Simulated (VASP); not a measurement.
# Sn (I4/mmm) in VASP: further runs

Sn is run at these levels: PBEsol; tasks: single point.

Program: VASP 6.6.1. These are calculated values, not measurements. Logs are shortened: lines on timing, memory, paths and dates and some standing lists are left out, and cuts for length are marked.

## (1) The cell of the first run

It takes space group I4/mmm (No. 139, tetragonal). The conventional cell has a = 3.638 Å, b = 3.638 Å, c = 4.092 Å, α = 90.00°, β = 90.00°, γ = 90.00°. Sn (site symmetry 4/mmm) has 14 Sn at 3.29 to 4.09 Å within 4.3 Å.

## (2) Single point, PBEsol (strain -0.040 along x and y, +0.080 along z)

INCAR reads:

```
SYSTEM = Sn
PREC     = Accurate       ! precision mode
ENCUT    = 520            ! plane-wave cutoff, eV
EDIFF    = 1E-6           ! SCF threshold, eV
ISMEAR   = 0              ! smearing method
SIGMA    = 0.15           ! smearing width, eV
LREAL    = .FALSE.        ! projectors in reciprocal space
LASPH    = .TRUE.         ! aspherical terms in the spheres
NELM     = 60             ! most SCF steps
ALGO     = Fast           ! electronic algorithm
ISIF     = 2              ! what is computed and relaxed
LWAVE    = .FALSE.        ! write WAVECAR
LCHARG   = .FALSE.        ! write CHGCAR
GGA      = PS             ! functional
NBANDS   = 13             ! bands
```

KPOINTS reads:

```
Automatic mesh
0
G
  18 18 18
  0 0 0
```

POSCAR reads:

```
Sn
1.0
   -1.8188657464      1.8188657464      2.0462239647
    1.8188657464     -1.8188657464      2.0462239647
    1.8188657464      1.8188657464     -2.0462239647
Sn
1
Direct
    0.0000000000      0.0000000000      0.0000000000
```

Potentials or basis: VASP PAW PBE potentials, release 64 (Sn_d).

On the command line:

```bash
$ cat potpaw_PBE.64/Sn_d/POTCAR > POTCAR
$ mpirun -np 1 vasp_std > vasp.out
```

OUTCAR:

```text
SYSTEM = Sn
   PREC = Accurate
   ENCUT = 520
   EDIFF = 1E-6
   ISMEAR = 0
   LREAL = .FALSE.
   LASPH = .TRUE.
   NELM = 60
   ISIF = 2
   GGA = PS

 ion  position               nearest neighbor table
   1  0.000  0.000  0.000-

  LATTYP: Found a body centered tetragonal cell.
 ALAT       =     3.6377314928
 C/A-ratio  =     1.1250000000

  Lattice vectors:

 A1 = (  -1.8188657464,   1.8188657464,   2.0462239647)
 A2 = (   1.8188657464,  -1.8188657464,   2.0462239647)
 A3 = (   1.8188657464,   1.8188657464,  -2.0462239647)

Analysis of symmetry for initial positions (statically):
=====================================================================
 Subroutine PRICEL returns:
 Original cell was already a primitive cell.

 Routine SETGRP: Setting up the symmetry group for a
 body centered tetragonal supercell.

 Subroutine GETGRP returns: Found 16 space group operations
 (whereof 16 operations were pure point group operations)
 out of a pool of 16 trial point group operations.

The static configuration has the point symmetry D_4h.

Analysis of symmetry for dynamics (positions and initial velocities):
=====================================================================
 Subroutine PRICEL returns:
 Original cell was already a primitive cell.

 Routine SETGRP: Setting up the symmetry group for a
 body centered tetragonal supercell.

 Subroutine GETGRP returns: Found 16 space group operations
 (whereof 16 operations were pure point group operations)
 out of a pool of 16 trial point group operations.

The dynamic configuration has the point symmetry D_4h.

 Subroutine INISYM returns: Found 16 space group operations
 (whereof 16 operations are pure point group operations),
 and found     1 'primitive' translations

----------------------------------------------------------------------------------------

                                     Primitive cell

  volume of cell :      27.0779

  direct lattice vectors                    reciprocal lattice vectors
    -1.818865746  1.818865746  2.046223965     0.000000000  0.274896595  0.244352529
     1.818865746 -1.818865746  2.046223965     0.274896595  0.000000000  0.244352529
     1.818865746  1.818865746 -2.046223965     0.274896595  0.274896595  0.000000000

  length of vectors
     3.286879633  3.286879633  3.286879633     0.367799261  0.367799261  0.388762493

  position of ions in fractional coordinates (direct lattice)
     0.000000000  0.000000000  0.000000000

  ion indices of the primitive-cell ions
   primitive index   ion index
                 1           1

----------------------------------------------------------------------------------------

 KPOINTS: Automatic mesh

Automatic generation of k-mesh.
 Grid dimensions read from file:
 generate k-points for:   18   18   18

 Generating k-lattice:

  Cartesian coordinates                     Fractional coordinates (reciprocal lattice)
     0.000000000  0.015272033  0.013575140     0.055555556 -0.000000000  0.000000000
     0.015272033  0.000000000  0.013575140    -0.000000000  0.055555556  0.000000000
     0.015272033  0.015272033  0.000000000     0.000000000  0.000000000  0.055555556

  Length of vectors
     0.020433292  0.020433292  0.021597916

  Shift w.r.t. Gamma in fractional coordinates (k-lattice)
     0.000000000  0.000000000  0.000000000

 Subroutine IBZKPT returns following result:
 ===========================================

 Found    480 irreducible k-points:

 Following reciprocal coordinates:
            Coordinates               Weight
  0.000000  0.000000  0.000000      1.000000
  0.055556 -0.000000  0.000000      8.000000
  0.111111 -0.000000  0.000000      8.000000
  0.166667 -0.000000  0.000000      8.000000
  0.222222 -0.000000  0.000000      8.000000
  0.277778  0.000000  0.000000      8.000000
[... 16 lines left out ...]
 -0.277778  0.055556 -0.000000     16.000000
 -0.222222  0.055556 -0.000000     16.000000
 [... further k-points ...]
   k-points           NKPTS =    480   k-points in BZ     NKDIM =    480   number of bands    NBANDS=     13
   number of dos      NEDOS =    301   number of ions     NIONS =      1
   total plane-waves  NPLWV =  13824
   dimension x,y,z NGX =    24 NGY =   24 NGZ =   24
   dimension x,y,z NGXF=    48 NGYF=   48 NGZF=   48
   ions per type =               1
   NGX,Y,Z   is equivalent  to a cutoff of  12.14, 12.14, 12.14 a.u.
   NGXF,Y,Z  is equivalent  to a cutoff of  24.28, 24.28, 24.28 a.u.
 SYSTEM =  Sn
   PREC   = accura    normal or accurate (medium, high low for compatibility)
   ISTART =      0    job   : 0-new  1-cont  2-samecut
   ICHARG =      2    charge: 1-file 2-atom 10-const
   ISPIN  =      1    spin polarized calculation?
   LNONCOLLINEAR =      F non collinear calculations
   LSORBIT =      F    spin-orbit coupling
   LASPH  =      T    aspherical Exc in radial PAW
   ENCUT  =  520.0 eV  38.22 Ry    6.18 a.u.   6.11  6.11  6.11*2*pi/ulx,y,z
   NELM   =     60;   NELMIN=  2; NELMDL= -5     # of ELM steps
   EDIFF  = 0.1E-05   stopping-criterion for ELM
   LREAL  =      F    real-space projection
   EDIFFG = 0.1E-04   stopping-criterion for IOM
   NSW    =      0    number of steps for IOM
   IBRION =     -1    ionic relax: 0-MD 1-quasi-New 2-CG
   NFREE  =      0    steps in history (QN), initial steepest desc. (CG)
   ISIF   =      2    stress and relaxation
   ISYM   =      2    0-nonsym 1-usesym 2-fastsym
   POTIM  = 0.5000    time-step for ionic-motion
   TEBEG  =    0.0;   TEEND  =   0.0 temperature during run
   PSTRESS=    0.0 pullay stress
   NELECT =      14.0000    total number of electrons
   NUPDOWN=      -1.0000    fix difference up-down
   EMIN   =  10.00;   EMAX   =-10.00  energy-range for DOS
   EFERMI =   0.00;   METHOD = LEGACY
   ISMEAR =     0;   SIGMA  =   0.15  broadening in eV -4-tet -1-fermi 0-gaus
   EFERMI_NEDOS =   21; number of points for ismear=-14 and -15
   IALGO  =     68    algorithm
   IMIX   =      4    mixing-type and parameters
     AMIX     =   0.40;   BMIX     =  1.00
     AMIX_MAG =   1.60;   BMIX_MAG =  1.00
  volume/ion in A,a.u.               =      27.08       182.73
  Fermi-wavevector in a.u.,A,eV,Ry     =   1.313952  2.483008 23.490033  1.726469
  Thomas-Fermi vector in A             =   2.444238
   LORBIT       =      0    0 simple, 1 ext, 2 COOP (PROOUT), +10 PAW based schemes
   GGA     = PS    functional components
   LHFCALC =     F    Hartree Fock is set to
   AEXX    =    0.0000 exact exchange contribution
   IVDW    =     0    specifies the selected vdW correction
   LEPSILON=     F    determine dielectric tensor
   LRPA    =     F    only Hartree local field effects (RPA)
 non-spin polarized calculation
 RMM-DIIS sequential band-by-band and
 Gauss-broadening in eV      SIGMA  =   0.15
  energy-cutoff  :      520.00
  volume of cell :       27.08
 maximum number of plane-waves:       750
   NGX = 13   NGY = 13   NGZ = 13

 number of electron      14.0000011 magnetization

 Free energy of the ion-electron system (eV)
  ---------------------------------------------------
  ext. energy  EPLUGINS =         0.00000000
  ---------------------------------------------------
  free energy    TOTEN  =        -4.23417303 eV

  energy without entropy =       -4.22872101  energy(sigma->0) =       -4.23144702

 E-fermi :   8.0095     XC(G=0): -10.5220

 val. band max:        8.0095191701   @ k =  -0.2778   0.5000   0.1111
 cond. band min:       8.0331819422   @ k =   0.3889   0.3889   0.0556
 fundamental gap:      0.0236627721
 Fermi energy:         8.0095263714

 k-point     1 :       0.0000    0.0000    0.0000
  band No.  band energies     occupation
      1     -13.4744      2.00000
      2     -13.4744      2.00000
      3     -13.4435      2.00000
      4     -13.3621      2.00000
      5     -13.3154      2.00000
      6      -3.1546      2.00000
      7      15.6495      0.00000
      8      15.9898      0.00000
      9      15.9898      0.00000
     10      19.2653      0.00000
     11      20.1409      0.00000
     12      20.1409      0.00000
     13      20.9941      0.00000

 k-point     2 :       0.0556   -0.0000    0.0000
  band No.  band energies     occupation
      1     -13.4721      2.00000
      2     -13.4717      2.00000
      3     -13.4414      2.00000
      4     -13.3627      2.00000
      5     -13.3166      2.00000
      6      -3.0893      2.00000
      7      15.1119      0.00000
      8      15.7577      0.00000
      9      15.7794      0.00000
     10      18.7879      0.00000
     11      20.0995      0.00000
     12      20.4693      0.00000
     13      20.6329      0.00000

 k-point     3 :       0.1111   -0.0000    0.0000
  band No.  band energies     occupation
      1     -13.4686      2.00000
      2     -13.4659      2.00000
      3     -13.4306      2.00000
      4     -13.3641      2.00000
      5     -13.3197      2.00000
      6      -2.8932      2.00000
      7      13.6013      0.00000
      8      15.2043      0.00000
      9      15.5888      0.00000
     10      18.3542      0.00000
     11      19.5178      0.00000
     12      19.9670      0.00000
     13      20.9351      0.00000
[... 305 lines left out ...]
 k-point    23 :      -0.2778    0.0556   -0.0000
  band No.  band energies     occupation
      1     -13.4783      2.00000
      2     -13.4475      2.00000
      3     -13.3666      2.00000
      4     -13.3572      2.00000
      5     -13.3265      2.00000
      6      -1.7427      2.00000
      7       9.1198      0.00000
      8      13.3048      0.00000
      9      14.4480      0.00000
     10      17.8479      0.00000
     11      17.9608      0.00000
     12      19.0967      0.00000
     13      22.9201      0.00000

 k-point    24 :      -0.2222    0.0556   -0.0000
  band No.  band energies     occupation
      1     -13.4730      2.00000
      2     -13.4542      2.00000
      3     -13.3899      2.00000
      4     -13.3639      2.00000
      5     -13.3251      2.00000
      6      -2.2731      2.00000
      7      10.8493      0.00000
      8      13.9631      0.00000
      9      14.7843      0.00000
     10      18.0984      0.00000
     11      18.2074      0.00000
     12      19.4069      0.00000
     13      22.0258      0.00000

 [... further k-points ...]

------------------------ aborting loop because EDIFF is reached ----------------------------------------

  FORCE on cell =-STRESS in cart. coord.  units (eV):
  Direction    XX          YY          ZZ          XY          YZ          ZX
  --------------------------------------------------------------------------------------
  -------------------------------------------------------------------------------------
  Total       -0.2708035     -0.2708035     -0.2840006      0.0000000      0.0000000      0.0000000
  in kB      -16.0232444    -16.0232444    -16.8041077      0.0000000      0.0000000      0.0000000
  external PRESSURE =     -16.2835322 kB  Pullay stress =       0.0000000 kB

 VOLUME and BASIS-vectors are now :
 -----------------------------------------------------------------------------
  energy-cutoff  :      520.00
  volume of cell :       27.08
      direct lattice vectors                 reciprocal lattice vectors
    -1.818865746  1.818865746  2.046223965     0.000000000  0.274896595  0.244352529
     1.818865746 -1.818865746  2.046223965     0.274896595  0.000000000  0.244352529
     1.818865746  1.818865746 -2.046223965     0.274896595  0.274896595  0.000000000

 POSITION                                       TOTAL-FORCE (eV/Angst)
 -----------------------------------------------------------------------------------
      0.00000      0.00000      0.00000        -0.000000     -0.000000      0.000000
 -----------------------------------------------------------------------------------
    total drift:                                0.000000      0.000000     -0.000000

  FREE ENERGIE OF THE ION-ELECTRON SYSTEM (eV)
  ---------------------------------------------------
  free  energy   TOTEN  =        -4.2341730334 eV

  energy  without entropy=       -4.2287210053  energy(sigma->0) =       -4.23144702
```

Wall time 37 s (1 thread of Intel Xeon 6975P-C (Granite Rapids), shared host); peak memory 0.26 GiB.

What came out:

```yaml
Free_energy: -4.2342 eV
Pressure: -1.6 GPa
Band_gap_on_the_k_mesh: zero (band 7 reaches 15.65 eV, above the bottom of band 8 at 5.62 eV)
```

Caveat: the cell differs from its parent crystal (strain -0.040 along x and y, +0.080 along z); the PAW data sets were made with another functional, which shifts forces and pressure a little; spin-orbit coupling is left out, which moves the levels of the heavy elements.

## (3) Single point, PBEsol (strain +0.040 along x and y, -0.080 along z)

INCAR reads:

```
SYSTEM = Sn
ALGO     = Fast           ! electronic algorithm
EDIFF    = 1E-7           ! SCF threshold, eV
ENCUT    = 520            ! plane-wave cutoff, eV
GGA      = PS             ! functional
ISIF     = 2              ! what is computed and relaxed
ISMEAR   = 0              ! smearing method
LASPH    = .True.         ! aspherical terms in the spheres
LCHARG   = .False.        ! write CHGCAR
LREAL    = .False.        ! projectors in reciprocal space
LWAVE    = .False.        ! write WAVECAR
NBANDS   = 13             ! bands
NELM     = 100            ! most SCF steps
PREC     = Accurate       ! precision mode
SIGMA    = 0.15           ! smearing width, eV
```

KPOINTS reads:

```
k-points
0
Gamma
  18 18 18
  0 0 0
```

POSCAR reads:

```
Sn
1.0
   -1.9704378920      1.9704378920      1.7430796737
    1.9704378920     -1.9704378920      1.7430796737
    1.9704378920      1.9704378920     -1.7430796737
Sn
1
Direct
    0.0000000000      0.0000000000      0.0000000000
```

Potentials or basis: VASP PAW PBE potentials, release 64 (Sn_d).

On the command line:

```bash
$ cat potpaw_PBE.64/Sn_d/POTCAR > POTCAR
$ mpirun -np 1 vasp_std > vasp.out
```

It took 42 s on 1 thread of Intel Xeon 6975P-C (Granite Rapids), shared host; peak memory 0.26 GiB.

The run converged. Its results:

```yaml
Free_energy: -4.2365 eV
Pressure: -1.6 GPa
Band_gap_on_the_k_mesh: zero (band 7 reaches 15.40 eV, above the bottom of band 8 at 5.71 eV)
```

Stress tensor (GPa, compression positive):
```
-1.53  0.00  0.00
 0.00 -1.53  0.00
 0.00  0.00 -1.85
```

Levels at points of the mesh, in eV from the Fermi level:
| k point | band 3 | band 4 | band 5 | band 6 | band 7 | band 8 | band 9 | band 10 | band 11 | band 12 |
| --- | --- | --- | --- | --- | --- | --- | --- | --- | --- | --- |
| (0.00, 0.00, 0.00) | -21.43 | -21.36 | -21.29 | -11.15 | 7.41 | 7.41 | 8.69 | 11.21 | 12.09 | 12.09 |
| (0.50, 0.00, 0.00) | -21.33 | -21.29 | -21.23 | -6.11 | -4.33 | 3.20 | 4.73 | 7.44 | 7.68 | 14.30 |
| (0.50, 0.50, 0.00) | -21.36 | -21.33 | -21.24 | -6.99 | -4.67 | 4.81 | 6.90 | 9.36 | 9.79 | 12.86 |
| (0.50, 0.50, 0.50) | -21.26 | -21.26 | -21.23 | -2.87 | -1.21 | -1.21 | 1.21 | 3.29 | 4.93 | 18.49 |

Caveat: the cell differs from its parent crystal (strain +0.040 along x and y, -0.080 along z); the PAW data sets were made with another functional, which shifts forces and pressure a little; spin-orbit coupling is left out, which moves the levels of the heavy elements.

## (4) Single point, PBEsol (strain +0.040 along x and y, -0.040 along z)

INCAR reads:

```
SYSTEM = Sn
ALGO = Fast ; EDIFF = 1E-7
ENCUT = 520 ; GGA = PS
ISIF = 2 ; ISMEAR = 0
LASPH = .True. ; LCHARG = .False.
LREAL = .False. ; LWAVE = .False.
NBANDS = 13 ; NELM = 60
PREC = Accurate ; SIGMA = 0.15
```

KPOINTS is that of step 3.

POSCAR reads:

```
Sn
1.0
   -1.9704378920      1.9704378920      1.8188657464
    1.9704378920     -1.9704378920      1.8188657464
    1.9704378920      1.9704378920     -1.8188657464
Sn
1
Direct
    0.0000000000      0.0000000000      0.0000000000
```

On the command line:

```bash
$ cat potpaw_PBE.64/Sn_d/POTCAR > POTCAR
$ mpirun -np 1 vasp_std > vasp.out
```

Wall time 83 s (1 thread of Intel Xeon 6975P-C (Granite Rapids), shared host); peak memory 0.28 GiB.

Results (log left out):

```yaml
Free_energy: -4.2144 eV
Pressure: -3.6 GPa
Band_gap_on_the_k_mesh: zero (band 7 reaches 14.80 eV, above the bottom of band 8 at 5.23 eV)
```

Stress tensor (GPa, compression positive):
```
-3.27  0.00  0.00
 0.00 -3.27  0.00
 0.00  0.00 -4.17
```

Levels at points of the mesh, in eV from the Fermi level:
| k point | band 3 | band 4 | band 5 | band 6 | band 7 | band 8 | band 9 | band 10 | band 11 | band 12 |
| --- | --- | --- | --- | --- | --- | --- | --- | --- | --- | --- |
| (0.00, 0.00, 0.00) | -21.43 | -21.34 | -21.30 | -10.84 | 7.32 | 7.32 | 7.97 | 11.45 | 11.88 | 11.88 |
| (0.50, 0.00, 0.00) | -21.33 | -21.31 | -21.24 | -6.21 | -4.17 | 3.19 | 4.83 | 7.37 | 7.73 | 14.34 |
| (0.50, 0.50, 0.00) | -21.35 | -21.33 | -21.25 | -6.74 | -4.38 | 4.16 | 6.18 | 8.56 | 9.05 | 13.25 |
| (0.50, 0.50, 0.50) | -21.27 | -21.27 | -21.25 | -2.89 | -0.91 | -0.91 | 0.58 | 3.49 | 4.40 | 18.11 |

Caveat: the cell differs from its parent crystal (strain +0.040 along x and y, -0.040 along z); the PAW data sets were made with another functional, which shifts forces and pressure a little; spin-orbit coupling is left out, which moves the levels of the heavy elements.

[end of part 1 of 2]
